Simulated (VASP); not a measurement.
## As3P13: single point with PBE+D3(BJ)

The system is As3P13.

```xyz
16
Lattice="1.6962 5.1581 4.2134 1.6981 5.1816 -4.2422 -5.0840 5.1670 -0.0130" Properties=species:S:1:pos:R:3 pbc="T T T"
As   -0.0653    1.2186    0.2424
As    0.0004   11.5197    0.3036
As   -1.6170   11.5194   -2.3834
P     1.7033    6.2069    0.3068
P    -1.6283    6.2585    0.2222
P    -0.0164    4.0388    2.3877
P     0.0158    4.0796   -1.8186
P    -1.6764    9.2088   -1.8154
P    -1.7032    9.2307    2.3939
P    -1.6967    4.0923   -0.3471
P     0.0194    9.2052   -0.3497
P    -1.7163   14.4128   -0.3869
P    -3.3698    9.2152   -0.3448
P     0.0026    6.1975    1.7211
P     0.0063    6.2607   -2.2961
P    -1.7756   11.3890    1.8298
```

```
Program             : VASP 6.6.1
Task                : single point
Functional          : PBE
Dispersion          : D3(BJ)
Potentials or basis : VASP PAW PBE potentials, release 64 (As_d, P)
Cutoff              : 510 eV
k mesh              : 2 × 2 × 2
Occupations         : gaussian, width 0.1 eV
Spin                : no spin polarisation
```

```yaml
Pressure: -0.5 GPa
Largest_force: 0.085 eV/Å
Band_gap_on_the_k_mesh: 0.67 eV
Dispersion_energy_per_atom: -0.398 eV
```

Forces in eV/Å, atoms in the order of the input:
```
As  -0.014 -0.025 -0.071
As   0.012 -0.021 -0.047
As   0.053 -0.022  0.062
P   -0.006 -0.023  0.030
P    0.050 -0.029 -0.003
P   -0.020  0.045 -0.016
P   -0.012  0.033 -0.001
P    0.015  0.034 -0.002
P   -0.036  0.004 -0.020
P    0.017  0.009  0.004
P   -0.032  0.016  0.004
P   -0.001  0.016  0.008
P   -0.017  0.032  0.008
P    0.011 -0.014  0.000
P    0.000 -0.040  0.023
P   -0.022 -0.015  0.021
```

Stress tensor (GPa, compression positive):
```
-0.78 -0.27 -0.01
-0.27  0.36  0.11
-0.01  0.11 -1.10
```

Levels at points of the mesh, in eV from the valence-band top:
```csv
k point,band 52,band 53,band 54,band 55,band 56,band 57,band 58,band 59
"(0.00, 0.00, 0.00)",-1.20,-1.18,-1.12,-0.94,1.07,1.17,1.46,1.49
"(0.50, 0.00, 0.00)",-1.26,-1.24,-0.94,-0.76,0.91,1.07,1.95,2.04
"(0.00, 0.50, 0.00)",-1.28,-1.11,-0.80,-0.76,0.95,1.08,1.85,2.09
"(0.50, 0.50, 0.00)",-0.81,-0.71,-0.40,-0.38,0.77,0.83,1.51,1.56
"(0.00, 0.00, 0.50)",-1.00,-0.90,-0.76,-0.66,1.30,1.32,1.63,1.77
"(0.50, 0.00, 0.50)",-1.04,-0.99,-0.79,-0.72,1.18,1.38,1.57,1.78
"(0.00, 0.50, 0.50)",-1.06,-1.00,-0.73,-0.67,1.23,1.33,1.61,1.70
"(0.50, 0.50, 0.50)",-2.00,-1.56,-1.42,0.00,0.67,1.06,1.13,1.24
```

Wall time 2.5 min on 1 thread of AMD EPYC 9R45 96-Core Processor (Zen 5), with other jobs on the host, peak memory 0.39 GiB.

Caveat: the k points lie up to 0.49 Å⁻¹ apart. A k mesh can miss the band edges.
